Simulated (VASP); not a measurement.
SiO2, 6 atoms in the cell. Symmetry: I-42d, No. 122, tetragonal system. The conventional cell has a = 4.955 Å, b = 4.955 Å, c = 7.311 Å, α = 90.00°, β = 90.00°, γ = 90.00°. Within 2.1 Å of Si (site symmetry -4) lie 4 O at 1.61 Å. Within 2.1 Å of O (site symmetry 2) lie 2 Si at 1.61 Å. 

* Program: VASP 6.6.1
* Task: relaxation of cell and atoms
* Functional: PBE
* Potentials or basis: VASP PAW PBE potentials, release 64 (Si, O)
* Cutoff: 600 eV
* k mesh: 6 × 6 × 6
* Occupations: fermi-dirac, width 0.02 eV
* Spin: no spin polarisation
* Dipole correction: no
* Further INCAR settings: ALGO = Normal; EDIFF = 1e-06; IBRION = 2; EDIFFG = -0.005; NSW = 80; ISIF = 3

Potentials or basis: VASP PAW PBE potentials, release 64 (Si, O).

Command:

```bash
$ cat potpaw_PBE.64/Si/POTCAR potpaw_PBE.64/O/POTCAR > POTCAR
$ mpirun -np 1 vasp_std > vasp.out
```

Hardware: 1 thread of Intel(R) Xeon(R) Platinum 8559C (Emerald Rapids), on a shared host.

Task: How long does it take, and how much memory?

Result: It took 2.9 min on 1 thread of Intel(R) Xeon(R) Platinum 8559C (Emerald Rapids), with other jobs on the host, peak memory 0.26 GiB. Counts: scf iterations 76, k points 30, ion steps 12.
